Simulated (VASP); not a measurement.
Here is a VASP 6.6.1 calculation.

Contents of POSCAR:

```
TaN
1.0
    2.9399421800      0.0000000000      0.0000000000
   -1.4699710900      2.5460646100      0.0000000000
    0.0000000000      0.0000000000      2.8901750800
Ta N
1 1
Direct
    0.0000000000      0.0000000000      0.5000000000
    0.6666666700      0.3333333300      0.0000000000
```

Contents of INCAR.step1:

```
  PREC = Accurate
  ENCUT = 600
  ISMEAR = 0
  SIGMA = 0.1
  LREAL = False
  LASPH = True
  NELM = 80
  GGA = PE
  ALGO = Normal
  EDIFF = 1E-4
  LWAVE = True
  LCHARG = False
```

INCAR.step2

```
  PREC = Accurate
  ENCUT = 600
  EDIFF = 1E-6
  ISMEAR = 0
  SIGMA = 0.1
  LREAL = False
  LASPH = True
  NELM = 80
  ALGO = Normal
  ISIF = 3
  LWAVE = False
  LCHARG = False
  METAGGA = R2SCAN
  LMIXTAU = True
  IBRION = 2
  NSW = 100
  EDIFFG = -0.002
  ISTART = 1
```

Contents of KPOINTS:

```
Automatic mesh
0
Gamma
  18 18 14
```

Potentials or basis: VASP PAW PBE potentials, release 64 (Ta_pv, N).

Command:

```console
$ cat potpaw_PBE.64/Ta_pv/POTCAR potpaw_PBE.64/N/POTCAR > POTCAR
$ cp INCAR.step1 INCAR
$ mpirun -np 1 vasp_std > vasp.out
$ cp INCAR.step2 INCAR
$ mpirun -np 1 vasp_std > vasp.out
```

Problem. Predict the band gap on the k mesh.

Solution. Zero (band 8 reaches 8.35 eV, above the bottom of band 9 at 8.09 eV).

Final structure:
```cif
data_structure
_symmetry_space_group_name_H-M 'P 1'
_symmetry_Int_Tables_number 1
_cell_length_a 2.9405
_cell_length_b 2.9405
_cell_length_c 2.8890
_cell_angle_alpha 90.000
_cell_angle_beta 90.000
_cell_angle_gamma 120.000
_cell_volume 21.63
loop_
_atom_site_label
_atom_site_type_symbol
_atom_site_fract_x
_atom_site_fract_y
_atom_site_fract_z
_atom_site_occupancy
Ta1 Ta 0.00000 0.00000 0.50000 1
N1 N 0.66667 0.33333 0.00000 1
```

Caveat: spin-orbit coupling is left out, which moves the levels of the heavy elements.
